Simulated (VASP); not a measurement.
# S (P6_3/mmc) in VASP: notebook, part 2 of 2

VASP 6.6.1.

## (4) Single point, PBE

This run uses another cell than the first one, of 17.05 Å³/atom, 1.282 times its volume.

INCAR

```
SYSTEM = S
PREC = Accurate ; ENCUT = 520
EDIFF = 1E-7 ; ISMEAR = -1
SIGMA = 0.1 ; LREAL = .False.
LASPH = .True. ; NELM = 100
ALGO = Normal ; ISIF = 2
LWAVE = .False. ; LCHARG = .False.
GGA = PE ; NBANDS = 13
```

KPOINTS

```
Automatic mesh
0
Gamma
  15 15 8
  0 0 0
```

POSCAR

```
S
1.0
    3.3473244420      0.0000000000      0.0000000000
   -1.6736622210      2.8988680015      0.0000000000
    0.0000000000      0.0000000000      3.5137652753
S
2
Direct
    0.3333333333      0.6666666667      0.2500000000
    0.6666666667      0.3333333333      0.7500000000
```

Potentials or basis: VASP PAW PBE potentials, release 64 (S).

On the command line:

```bash
> cat potpaw_PBE.64/S/POTCAR > POTCAR
> mpirun -np 1 vasp_std > vasp.out
```

OUTCAR:

```text
SYSTEM = S
   PREC = Accurate
   ENCUT = 520
   EDIFF = 1E-7
   ISMEAR = -1
   LREAL = .False.
   LASPH = .True.
   NELM = 100
   ISIF = 2
   GGA = PE

 ion  position               nearest neighbor table
   1  0.333  0.667  0.250-   2 2.61   2 2.61   2 2.61   2 2.61   2 2.61   2 2.61
   2  0.667  0.333  0.750-   1 2.61   1 2.61   1 2.61   1 2.61   1 2.61   1 2.61

  LATTYP: Found a hexagonal cell.
 ALAT       =     3.3473244420
 C/A-ratio  =     1.0497235437

  Lattice vectors:

 A1 = (   3.3473244420,   0.0000000000,   0.0000000000)
 A2 = (  -1.6736622210,   2.8988680015,   0.0000000000)
 A3 = (   0.0000000000,   0.0000000000,   3.5137652753)

Analysis of symmetry for initial positions (statically):
=====================================================================
 Subroutine PRICEL returns:
 Original cell was already a primitive cell.

 Routine SETGRP: Setting up the symmetry group for a
 hexagonal supercell.

 Subroutine GETGRP returns: Found 24 space group operations
 (whereof 12 operations were pure point group operations)
 out of a pool of 24 trial point group operations.

The static configuration has the point symmetry D_3d.
 The point group associated with its full space group is D_6h.

Analysis of symmetry for dynamics (positions and initial velocities):
=====================================================================
 Subroutine PRICEL returns:
 Original cell was already a primitive cell.

 Routine SETGRP: Setting up the symmetry group for a
 hexagonal supercell.

 Subroutine GETGRP returns: Found 24 space group operations
 (whereof 12 operations were pure point group operations)
 out of a pool of 24 trial point group operations.

The dynamic configuration has the point symmetry D_3d.
 The point group associated with its full space group is D_6h.

 Subroutine INISYM returns: Found 24 space group operations
 (whereof 12 operations are pure point group operations),
 and found     1 'primitive' translations

----------------------------------------------------------------------------------------

                                     Primitive cell
[... 116 lines left out ...]
   GGA     = PE    functional components
   LHFCALC =     F    Hartree Fock is set to
   AEXX    =    0.0000 exact exchange contribution
   IVDW    =     0    specifies the selected vdW correction
   LEPSILON=     F    determine dielectric tensor
   LRPA    =     F    only Hartree local field effects (RPA)
 non-spin polarized calculation
  energy-cutoff  :      520.00
  volume of cell :       34.10
 maximum number of plane-waves:       937
 NGX is ok and might be reduce to    28
   NGX = 13   NGY = 13   NGZ = 13

 number of electron      11.9999999 magnetization

 Free energy of the ion-electron system (eV)
  ---------------------------------------------------
  ext. energy  EPLUGINS =         0.00000000
  ---------------------------------------------------
  free energy    TOTEN  =        -6.58316661 eV

  energy without entropy =       -6.54950199  energy(sigma->0) =       -6.56633430

 E-fermi :   6.8322     XC(G=0): -10.6612

 val. band max:        6.8234202766   @ k =   0.3333   0.1333   0.2500
 cond. band min:       6.8345368271   @ k =   0.1333   0.0667   0.1250
 fundamental gap:      0.0111165505
 Fermi energy:         6.8321968137

 k-point     1 :       0.0000    0.0000    0.0000
  band No.  band energies     occupation
      1      -9.9215      2.00000
      2      -2.2947      2.00000
      3       1.4677      2.00000
      4       4.2837      2.00000
      5       4.2837      2.00000
      6       7.6366      0.00064
      7       7.6366      0.00064
      8      10.4544      0.00000
      9      11.0831      0.00000
     10      15.8853      0.00000
     11      17.4350      0.00000
     12      17.4350      0.00000
     13      18.4599      0.00000
[... 354 lines left out ...]
  band No.  band energies     occupation
      1      -7.0978      2.00000
      2      -5.7521      2.00000
      3       0.6383      2.00000
      4       4.1586      2.00000
      5       4.4729      2.00000
      6       5.6208      1.99999
      7       6.0756      1.99896
      8       8.5660      0.00000
      9      12.8141      0.00000
     10      14.2687      0.00000
     11      17.2371      0.00000
     12      17.5914      0.00000
     13      20.9008      0.00000

 [... further k-points ...]
[... 5 lines left out ...]
  --------------------------------------------------------------------------------------
  -------------------------------------------------------------------------------------
  Total       -0.0261683     -0.0261683     -0.0323075      0.0000000     -0.0000000      0.0000000
  in kB       -1.2296666     -1.2296666     -1.5181510      0.0000000     -0.0000000      0.0000000
  external PRESSURE =      -1.3258281 kB  Pullay stress =       0.0000000 kB

 VOLUME and BASIS-vectors are now :
 -----------------------------------------------------------------------------
  energy-cutoff  :      520.00
  volume of cell :       34.10
      direct lattice vectors                 reciprocal lattice vectors
     3.347324442  0.000000000  0.000000000     0.298746063  0.172481120  0.000000000
    -1.673662221  2.898868001  0.000000000     0.000000000  0.344962240  0.000000000
     0.000000000  0.000000000  3.513765275     0.000000000  0.000000000  0.284594992

 POSITION                                       TOTAL-FORCE (eV/Angst)
 -----------------------------------------------------------------------------------
     -0.00000      1.93258      0.87844        -0.000000     -0.000000      0.000000
      1.67366      0.96629      2.63532         0.000000      0.000000      0.000000
 -----------------------------------------------------------------------------------
    total drift:                               -0.000000      0.000000      0.000000

  FREE ENERGIE OF THE ION-ELECTRON SYSTEM (eV)
  ---------------------------------------------------
  free  energy   TOTEN  =        -6.5831666080 eV

  energy  without entropy=       -6.5495019902  energy(sigma->0) =       -6.56633430
```

OSZICAR:

```text
N       E                     dE             d eps       ncg     rms          rms(c)
DAV:   1     0.449856077697E+02    0.44986E+02   -0.56332E+03  3510   0.819E+02
DAV:   2    -0.444841969586E+01   -0.49434E+02   -0.47338E+02  4940   0.142E+02
DAV:   3    -0.656181117327E+01   -0.21134E+01   -0.20999E+01  4591   0.306E+01
DAV:   4    -0.657924510053E+01   -0.17434E-01   -0.17429E-01  4282   0.331E+00
DAV:   5    -0.657945703827E+01   -0.21194E-03   -0.21193E-03  4602   0.363E-01    0.125E+01
DAV:   6    -0.658100730845E+01   -0.15503E-02   -0.26984E-03  4350   0.370E-01    0.751E+00
DAV:   7    -0.658313416548E+01   -0.21269E-02   -0.51939E-03  4355   0.527E-01    0.116E-01
DAV:   8    -0.658315326992E+01   -0.19104E-04   -0.26788E-04  4545   0.104E-01    0.300E-02
DAV:   9    -0.658316487699E+01   -0.11607E-04   -0.16401E-05  4615   0.258E-02    0.859E-03
DAV:  10    -0.658316636721E+01   -0.14902E-05   -0.27201E-06  4285   0.110E-02    0.185E-03
DAV:  11    -0.658316657083E+01   -0.20362E-06   -0.15776E-07  3707   0.277E-03    0.582E-04
DAV:  12    -0.658316660803E+01   -0.37205E-07   -0.20347E-08  2720   0.101E-03
   1 F= -.65831666E+01 E0= -.65663343E+01  d E =-.336646E-01
```

stdout:

```text
POSCAR found type information on POSCAR S
 POSCAR found :  1 types and       2 ions
 scaLAPACK will be used
 LDA part: xc-table for (Slater+PW92), standard interpolation
 POSCAR, INCAR and KPOINTS ok, starting setup
 FFT: planning ... GRIDC
 FFT: planning ... GRID_SOFT
 FFT: planning ... GRID
 WAVECAR not read
 entering main loop
```

Wall time 20 s (1 thread of Intel Xeon 6975P-C (Granite Rapids), shared host); peak memory 0.17 GiB.

What came out:

| Property | Result |
| --- | --- |
| Free energy | -6.5832 eV |
| Pressure | -0.1 GPa |
| Band gap on the k mesh | zero (band 6 reaches 7.64 eV, above the bottom of band 7 at 5.44 eV) |

## (5) Single point, PBE

This run uses another cell than the first one, of 17.05 Å³/atom, 1.282 times its volume.

INCAR

```
ALGO = Normal ; EDIFF = 1E-7
ENCUT = 520 ; GGA = PE
ISIF = 2 ; ISMEAR = -1
LASPH = T ; LCHARG = F
LREAL = F ; LWAVE = F
NBANDS = 13 ; NELM = 100
PREC = Accurate ; SIGMA = 0.1
```

KPOINTS

```
k-points
0
Gamma
  15 15 8
```

POSCAR is that of step 4.

On the command line:

```bash
> cat potpaw_PBE.64/S/POTCAR > POTCAR
> mpirun -np 1 vasp_std > vasp.out
```

Run time: 20 s. Hardware: 1 thread of Intel Xeon 6975P-C (Granite Rapids), shared host; peak memory 0.17 GiB.

The run converged. Its results:

```
Free energy            : -6.5832 eV
Pressure               : -0.1 GPa
Band gap on the k mesh : zero (band 6 reaches 7.64 eV, above the bottom of band 7 at 5.44 eV)
```

Levels at points of the mesh, in eV from the Fermi level:
```tsv
k point	band 2	band 3	band 4	band 5	band 6	band 7	band 8	band 9	band 10	band 11
(0.00, 0.00, 0.00)	-9.13	-5.36	-2.55	-2.55	0.80	0.80	3.62	4.25	9.05	10.60
(0.00, 0.00, 0.50)	-14.24	-0.74	-0.74	-0.74	-0.74	-0.59	-0.59	8.26	8.26	8.26
```

## (6) The runs side by side

```csv
cell,gap on the mesh (eV),pressure (GPa)
"a = 2.994, b = 2.994, c = 3.425 Å, angles 90.0, 90.0, 120.0°, 2 atoms",none,26.8
"a = 3.162, b = 3.162, c = 3.465 Å, angles 90.0, 90.0, 120.0°, 2 atoms",none,11.0
"a = 3.347, b = 3.347, c = 3.514 Å, angles 90.0, 90.0, 120.0°, 2 atoms",none,-0.1
```

Alike in all rows: task single point; level PBE; potentials or basis VASP PAW PBE potentials, release 64 (S); no spin polarisation; k mesh 15 × 15 × 8; cutoff (eV) 520; smearing fermi-dirac 0.1 eV.

Total energies depend on the potentials used, so only differences within one code and one set of settings carry meaning.
